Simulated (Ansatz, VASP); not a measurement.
## Cd3TeO2 in VASP and in Ansatz

```
Cd Te O
1.0
     6.12994    0.00000    0.00000
     0.00000    6.12994    0.00000
     0.00000    0.00000    6.12994
Cd Te O
6 2 4
Direct
  0.00000 0.50000 0.50000
  0.50000 0.00000 0.50000
  0.50000 0.50000 0.00000
  0.00000 0.50000 0.00000
  0.50000 0.00000 0.00000
  0.00000 0.00000 0.50000
  0.00000 0.00000 0.00000
  0.50000 0.50000 0.50000
  0.25000 0.25000 0.25000
  0.75000 0.75000 0.25000
  0.75000 0.25000 0.75000
  0.25000 0.75000 0.75000
```

Alike in both runs: functional PBE; k mesh 4 × 4 × 4; occupations gaussian, width 0.1 eV; no spin polarisation.

Ansatz relaxed the structure, and its values are those at the end. VASP's run is a single point on that final structure, the one shown.

```csv
,VASP,Ansatz
version,VASP 6.6.1,Ansatz 0.2.0
potentials or method,"VASP PAW PBE potentials, release 64 (Cd, Te, O), cutoff 520 eV","scalar-relativistic, plane waves, PAW"
valence electrons in the cell,108,176
```

|  | VASP | Ansatz | Ansatz less VASP |
| --- | --- | --- | --- |
| gap on the k mesh at the Fermi level (eV) | none | none | - |
| pressure (GPa) | 0.3 | 0.0 | -0.27 |

A gap of «none» marks a metal or a gap that the smearing closes. VASP's potentials hold 108 valence electrons a cell and Ansatz's 176, so a difference there can come from the potentials and not from the codes.

Neither program's run includes spin-orbit coupling.
